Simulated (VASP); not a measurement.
Here is a VASP 6.6.1 calculation.

File INCAR:

```
SYSTEM = SnO2
ALGO = Normal
EDIFF = 1E-6
ENCUT = 520
GGA = PE
ISIF = 2
ISMEAR = 0
LASPH = .TRUE.
LCHARG = .FALSE.
LREAL = .FALSE.
LWAVE = .FALSE.
NBANDS = 35
NELM = 60
PREC = Accurate
SIGMA = 0.05
```

The input KPOINTS:

```
k-points
0
G
  6 6 8
  0 0 0
```

POSCAR

```
SnO2
1.0
    4.9075720859      0.0000000000      0.0000000000
    0.0000000000      4.9075859756      0.0000000000
    0.0000000000      0.0000000000      3.1334847768
Sn O
2 4
Direct
    0.5000000000      0.5000000000      0.5000000000
    0.0000000000      0.0000000000      0.0000000000
    0.3431888489      0.3432467413      0.0000000000
    0.8431888489      0.1567532587      0.5000000000
    0.1568111511      0.8432467413      0.5000000000
    0.6568111511      0.6567532587      0.0000000000
```

Potentials or basis: VASP PAW PBE potentials, release 64 (Sn_d, O).

Run with:

```console
$ cat potpaw_PBE.64/Sn_d/POTCAR potpaw_PBE.64/O/POTCAR > POTCAR
$ mpirun -np 1 vasp_std > vasp.out
```

Q: What does it give for the largest force?

A: 7.273 eV/Å.

Q: Estimate the band gap on the k mesh.

A: 1.65 eV (least direct gap 1.74 eV).

Q: What does it give for the pressure?

A: 31.2 GPa.

Forces on the atoms (eV/Å):
```
Sn   0.000  0.000  0.000
Sn   0.000  0.000  0.000
O   -5.144 -5.142  0.000
O   -5.144  5.142  0.000
O    5.144 -5.142  0.000
O    5.144  5.142  0.000
```

Caveat: the cell stands under pressure; spin-orbit coupling is left out, which moves the levels of the heavy elements; forces of over 1 eV/Å act on the atoms, so gaps and moduli don't describe the material at rest. A k mesh can miss the band edges.
